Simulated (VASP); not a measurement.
A run of VASP 6.6.1:

Contents of INCAR:

```
  ALGO = Normal
  EDIFF = 1E-6
  ENCUT = 520
  GGA = PE
  ISIF = 2
  ISMEAR = 0
  LASPH = T
  LCHARG = F
  LREAL = F
  LWAVE = F
  NBANDS = 22
  NELM = 60
  PREC = Accurate
  SIGMA = 0.1
```

KPOINTS

```
k-points
0
Gamma
  12 12 10
```

Contents of POSCAR:

```
CrB5
1.0
    3.3321736267      0.0000000000      0.0000000000
   -1.6660868133      2.8857470106      0.0000000000
    0.0000000000      0.0000000000      4.2164171832
Cr B
1 5
Direct
    0.0000000000      0.0000000000      0.5000000000
    0.3333333333      0.6666666667      0.2125779723
    0.6666666667      0.3333333333      0.2125779723
    0.6666666667      0.3333333333      0.7874220277
    0.3333333333      0.6666666667      0.7874220277
    0.0000000000      0.0000000000      0.0000000000
```

Potentials or basis: VASP PAW PBE potentials, release 64 (Cr_pv, B).

The run is started by

```console
$ cat potpaw_PBE.64/Cr_pv/POTCAR potpaw_PBE.64/B/POTCAR > POTCAR
$ mpirun -np 1 vasp_std > vasp.out
```

Hardware: 1 thread of Intel(R) Xeon(R) Platinum 8488C (Sapphire Rapids), with other jobs on the host.

Q: How long does it take, and how much memory?

A: It took 77 s on 1 thread of Intel(R) Xeon(R) Platinum 8488C (Sapphire Rapids), with other jobs on the host, peak memory 0.23 GiB. Counts: scf iterations 14, k points 114.
